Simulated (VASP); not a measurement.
A run of VASP 6.6.1:

The input INCAR:

```
SYSTEM = Ru
PREC = Accurate ; ENCUT = 600
EDIFF = 1E-7 ; ISMEAR = -1
SIGMA = 0.08 ; LREAL = .False.
LASPH = .True. ; NELM = 60
ALGO = Normal ; ISIF = 4
LWAVE = .False. ; LCHARG = .False.
GGA = PS ; IBRION = 2
NSW = 50 ; EDIFFG = -0.005
```

File KPOINTS:

```
regular mesh
0
Gamma
  18 18 10
  0 0 0
```

Contents of POSCAR:

```
Ru
1.0
    2.4974370469      0.0000000000      0.0000000000
   -1.2487185235      2.1628439270      0.0000000000
    0.0000000000      0.0000000000      3.9463963742
Ru
2
Direct
    0.3333333333      0.6666666667      0.2500000000
    0.6666666667      0.3333333333      0.7500000000
```

Potentials or basis: VASP PAW PBE potentials, release 64 (Ru_pv).

Launch:

```console
$ cat potpaw_PBE.64/Ru_pv/POTCAR > POTCAR
$ mpirun -np 1 vasp_std > vasp.out
```

Hardware: 1 thread of Intel(R) Xeon(R) Platinum 8488C (Sapphire Rapids), on a shared host.

Problem. How long does it take, and how much memory?

Solution. It took 2.7 min on 1 thread of Intel(R) Xeon(R) Platinum 8488C (Sapphire Rapids), on a shared host, peak memory 0.2 GiB. Counts: scf iterations 29, k points 222, ion steps 3.
